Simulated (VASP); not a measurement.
# P: single point with PBE

The system is P, a sheet with vacuum.

```
P
1.0
     5.67288    0.00000    0.00000
    -2.83644    4.91286    0.00000
     0.00000    0.00000   14.00000
P
3
Direct
  0.50207 0.49793 0.50000
  0.50207 0.00414 0.50000
  0.99586 0.49793 0.50000
```

```
Program                : VASP 6.6.1
Task                   : single point
Functional             : PBE
Potentials or basis    : VASP PAW PBE potentials, release 64 (P)
Cutoff                 : 520 eV
k mesh                 : 6 × 6 × 1
Occupations            : gaussian, width 0.1 eV
Spin                   : no spin polarisation
Dipole correction      : yes
Further INCAR settings : ALGO = Normal; EDIFF = 1e-07; NBANDS = 14
```

```yaml
Largest_force: 1.461 eV/Å
```

Forces in eV/Å, atoms in the order of the input:
```
P    1.265 -0.731  0.000
P    0.000  1.461  0.000
P   -1.265 -0.731  0.000
```

Levels at points of the mesh, in eV from the Fermi level:
```csv
k point,band 5,band 6,band 7,band 8,band 9,band 10
"(0.00, 0.00, 0.00)",-2.23,-2.23,-2.01,0.79,0.79,3.65
"(0.50, 0.00, 0.00)",-1.30,-0.53,-0.11,0.04,0.15,0.26
```

Run time: 63 s on 1 thread of Intel(R) Xeon(R) Platinum 8559C (Emerald Rapids), on a shared host, peak memory 0.42 GiB.
